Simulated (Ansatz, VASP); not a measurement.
# GePt: VASP beside Ansatz

```
Ge Pt
1.0
     5.81434    0.00000    0.00000
     0.00000    3.73538    0.00000
     0.00000    0.00000    6.24681
Ge Pt
4 4
Direct
  0.19103 0.25000 0.58721
  0.30897 0.75000 0.08721
  0.80897 0.75000 0.41279
  0.69103 0.25000 0.91279
  0.49740 0.25000 0.30424
  0.00260 0.75000 0.80424
  0.50260 0.75000 0.69576
  0.99740 0.25000 0.19576
```

Alike in both runs: functional PBE; k mesh 3 × 4 × 3; occupations gaussian, width 0.2 eV; no spin polarisation.

Ansatz relaxed the structure, and its values are those at the end. VASP's run is a single point on that final structure, the one shown.

|  | VASP | Ansatz |
| --- | --- | --- |
| version | VASP 6.6.1 | Ansatz 0.2.0 |
| potentials or method | VASP PAW PBE potentials, release 64 (Ge_d, Pt), cutoff 520 eV | scalar-relativistic, plane waves, PAW |
| valence electrons in the cell | 96 | 128 |

|  | VASP | Ansatz | Ansatz less VASP |
| --- | --- | --- | --- |
| gap on the k mesh at the Fermi level (eV) | none | none | - |
| pressure (GPa) | -0.1 | -0.1 | +0.03 |
| rms of the force components (eV/Å) | 0.017 | 0.016 | -0.0005 |

A gap of «none» marks a metal or a gap that the smearing closes. VASP's potentials hold 96 valence electrons a cell and Ansatz's 128, so a difference there can come from the potentials and not from the codes.

The k mesh is coarse, so the values compare programs but aren't converged. Spin-orbit coupling is off throughout.
